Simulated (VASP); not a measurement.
Wanted: the native input for a VASP 6.6.1 run.

```
Task                   : single point
Functional             : PBE
Potentials or basis    : VASP PAW PBE potentials, release 64 (Li_sv, Cl)
Cutoff                 : 520 eV
k mesh                 : 6 × 6 × 6
Occupations            : gaussian, width 0.01 eV
Spin                   : no spin polarisation
Dipole correction      : no
Further INCAR settings : ALGO = Normal; EDIFF = 1e-07; NBANDS = 12
```

The structure of LiCl lies in POSCAR:

```
LiCl
1.0
    0.0000000000      2.5560369945      2.5560369945
    2.5560369945      0.0000000000      2.5560369945
    2.5560369945      2.5560369945      0.0000000000
Li Cl
1 1
Direct
    0.0000000000      0.0000000000      0.0000000000
    0.5000000000      0.5000000000      0.5000000000
```

These files were run (other wordings do the same):

INCAR

```
SYSTEM = LiCl
PREC = Accurate ; ENCUT = 520
EDIFF = 1E-7 ; ISMEAR = 0
SIGMA = 0.01 ; LREAL = .FALSE.
LASPH = .TRUE. ; NELM = 60
ALGO = Normal ; ISIF = 2
LWAVE = .FALSE. ; LCHARG = .TRUE.
GGA = PE ; LELF = .TRUE.
LVHAR = .TRUE. ; NBANDS = 12
```

KPOINTS

```
Automatic mesh
0
G
  6 6 6
  0 0 0
```

Potentials or basis: VASP PAW PBE potentials, release 64 (Li_sv, Cl).

The run is started by

```bash
$ cat potpaw_PBE.64/Li_sv/POTCAR potpaw_PBE.64/Cl/POTCAR > POTCAR
$ mpirun -np 1 vasp_std > vasp.out
```

It gave:

```json
{
 "Band gap on the k mesh": "6.40 eV"
}
```

Run time: 16 s on 1 thread of Intel Xeon 8259CL (shared host), peak memory 0.14 GiB.
